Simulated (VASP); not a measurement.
Set up this calculation in VASP 6.6.1, as the native input.

- Task: single point
- Functional: r2SCAN
- Potentials or basis: VASP PAW PBE potentials, release 64 (I, K_sv)
- Cutoff: 550 eV
- k mesh: 7 × 7 × 7
- Occupations: fermi-dirac, width 0.05 eV
- Spin: no spin polarisation
- Dipole correction: no
- Further INCAR settings: ALGO = Normal; EDIFF = 1e-06; NBANDS = 15

KI:

```
CELL_PARAMETERS angstrom
0.00000 3.46066 3.46066
3.46066 0.00000 3.46066
3.46066 3.46066 0.00000
ATOMIC_POSITIONS crystal
I 0.50000 0.50000 0.50000
K 0.00000 0.00000 0.00000
```

One way to write it, as run:

POSCAR

```
KI
1.0
    0.0000000000      3.4606573152      3.4606573152
    3.4606573152      0.0000000000      3.4606573152
    3.4606573152      3.4606573152      0.0000000000
I K
1 1
Direct
    0.5000000000      0.5000000000      0.5000000000
    0.0000000000      0.0000000000      0.0000000000
```

INCAR.step1

```
PREC = Accurate
ENCUT = 550
ISMEAR = -1
SIGMA = 0.05
LREAL = False
LASPH = True
NELM = 120
NBANDS = 15
GGA = PE
ALGO = Normal
EDIFF = 1E-5
LWAVE = True
LCHARG = False
GGA_COMPAT = False
```

INCAR.step2

```
PREC = Accurate
ENCUT = 550
EDIFF = 1E-6
ISMEAR = -1
SIGMA = 0.05
LREAL = False
LASPH = True
NELM = 120
ALGO = Normal
ISIF = 2
LWAVE = False
LCHARG = True
METAGGA = R2SCAN
LMIXTAU = True
LELF = True
LVHAR = True
NBANDS = 15
ISTART = 1
GGA_COMPAT = False
```

KPOINTS

```
regular mesh
0
Gamma
  7 7 7
```

Potentials or basis: VASP PAW PBE potentials, release 64 (I, K_sv).

Launch:

```sh
$ cat potpaw_PBE.64/I/POTCAR potpaw_PBE.64/K_sv/POTCAR > POTCAR
$ cp INCAR.step1 INCAR
$ mpirun -np 1 vasp_std > vasp.out
$ cp INCAR.step2 INCAR
$ mpirun -np 1 vasp_std > vasp.out
```

It gave:

```
Pressure               : 1.1 GPa
Band gap on the k mesh : 4.78 eV
```

Caveat: the PAW data sets were made with another functional, which shifts forces and pressure a little; spin-orbit coupling is left out, which moves the levels of the heavy elements.

Run time: 2.2 min on 1 thread of Intel Xeon 8259CL (shared host), peak memory 0.26 GiB.
